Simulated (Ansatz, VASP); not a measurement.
# Two plane-wave programs on C

```
C
1.0
     0.00000    1.74696    1.74696
     1.74696    0.00000    1.74696
     1.74696    1.74696    0.00000
C
2
Cartesian
  2.6204 2.6204 2.6204
  1.7470 1.7470 1.7470
```

Alike in both runs: task single point; functional BHLYP; k mesh 7 × 7 × 7; occupations fermi-dirac, width 0.05 eV; no spin polarisation.

|  | VASP | Ansatz |
| --- | --- | --- |
| version | VASP 6.6.1 | Ansatz 0.2.0 |
| potentials or method | VASP PAW PBE potentials, release 64 (C) | Ansatz PAW |
| plane-wave cutoff (eV) | 520 | 420 |
| valence electrons in the cell | 8 | 8 |

```tsv
	VASP	Ansatz	Ansatz less VASP
gap on the k mesh at the Fermi level (eV)	8.77	8.72	-0.041
least direct gap on the mesh (eV)	10.39	10.33	-0.055
pressure (GPa)	22.5	21.4	-1.16
```

VASP's potentials were made for PBE, not for BHLYP.

The k mesh is coarse, so the values compare programs but aren't converged. Noted on Ansatz's run: odd divisions of the mesh miss points on the zone boundary, where band edges often lie, so the gap on the mesh can be too wide.
